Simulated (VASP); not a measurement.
GeW3:

```
Ge W
1.0
     4.00611    0.00000    0.00000
     0.00000    4.00611    0.00000
     0.00000    0.00000    4.00611
Ge W
1 3
Direct
  0.00000 0.00000 0.00000
  0.00000 0.50000 0.50000
  0.50000 0.00000 0.50000
  0.50000 0.50000 0.00000
```

* Program: VASP 6.6.1
* Task: relaxation of cell and atoms
* Functional: PBE
* Potentials or basis: VASP PAW PBE potentials, release 64 (Ge_d, W_sv)
* Cutoff: 600 eV
* k mesh: 4 × 4 × 4
* Occupations: gaussian, width 0.1 eV
* Spin: no spin polarisation

At the start: pressure -4.8 GPa; volume 16.07 Å³/atom.

Task: How do energy, volume and symmetry change on relaxing?

Result: Over 3 steps the energy falls by 4.9 meV/atom and the volume is 15.76 Å³/atom (-2.0 %); space group Pm-3m (No. 221, to 0.05 Å).

Step by step:
```tsv
step	energy change (eV)	largest force (eV/Å)	pressure (GPa)	volume (Å³)
1	0.0000	0.0000	-4.82	64.29
2	0.1125	0.0000	14.22	59.90
3	-0.0197	0.0000	-0.09	63.04
```

Final structure:
```cif
data_structure
_symmetry_space_group_name_H-M 'P 1'
_symmetry_Int_Tables_number 1
_cell_length_a 3.9799
_cell_length_b 3.9799
_cell_length_c 3.9799
_cell_angle_alpha 90.000
_cell_angle_beta 90.000
_cell_angle_gamma 90.000
_cell_volume 63.04
loop_
_atom_site_label
_atom_site_type_symbol
_atom_site_fract_x
_atom_site_fract_y
_atom_site_fract_z
_atom_site_occupancy
Ge1 Ge 0.00000 0.00000 0.00000 1
W1 W 0.00000 0.50000 0.50000 1
W2 W 0.50000 0.00000 0.50000 1
W3 W 0.50000 0.50000 0.00000 1
```

Caveat: the k points lie up to 0.39 Å⁻¹ apart in the final cell.
